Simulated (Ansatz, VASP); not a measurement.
## Ba in VASP and in Ansatz

INCAR

```
SYSTEM = Ba
PREC = Accurate ; ENCUT = 520
EDIFF = 1E-6 ; ISMEAR = -1
SIGMA = 0.1 ; LREAL = .False.
LASPH = .True. ; NELM = 80
ALGO = Normal ; ISIF = 2
LWAVE = .False. ; LCHARG = .False.
GGA = PE ; NBANDS = 11
```

File KPOINTS:

```
Automatic mesh
0
Gamma
  10 10 10
  0 0 0
```

File POSCAR:

```
Ba
1.0
    0.0000000000      2.9013046606      2.9013046606
    2.9013046606      0.0000000000      2.9013046606
    2.9013046606      2.9013046606      0.0000000000
Ba
1
Direct
    0.0000000000      0.0000000000      0.0000000000
```

Input for Ansatz:

```yaml
crystal:
  lattice:
    - [0.0, 2.9013046606, 2.9013046606]
    - [2.9013046606, 0.0, 2.9013046606]
    - [2.9013046606, 2.9013046606, 0.0]
  atoms:
    - { symbol: Ba, position: [0.0, 0.0, 0.0] }
kpoints:
  mp_grid: { grid: [10, 10, 10] }
scf:
  occupations: { method: fermi_dirac, width: 0.1 }
hamiltonian:
  xc: pbe
  pseudopotentials: { kind: all_electron, lapw: { basis_error: 0.001 } }
output:
  forces: true
  stress: true
  eigenvalues: true
  populations: true
```

Change from the starting cell: volume scaled by 0.76, LAPW.

Alike in both runs: task single point; functional PBE; k mesh 10 × 10 × 10; occupations fermi-dirac, width 0.1 eV; no spin polarisation.

|  | VASP | Ansatz |
| --- | --- | --- |
| version | VASP 6.6.1 | Ansatz 0.2.0 |
| potentials or method | VASP PAW PBE potentials, release 64 (Ba_sv), cutoff 520 eV | all-electron LAPW, scalar-relativistic |

```tsv
	VASP	Ansatz	Ansatz less VASP
pressure (GPa)	3.2	3.0	-0.20
```

Ansatz ran all-electron here, and VASP with PAW potentials.

Spin-orbit coupling is off throughout.
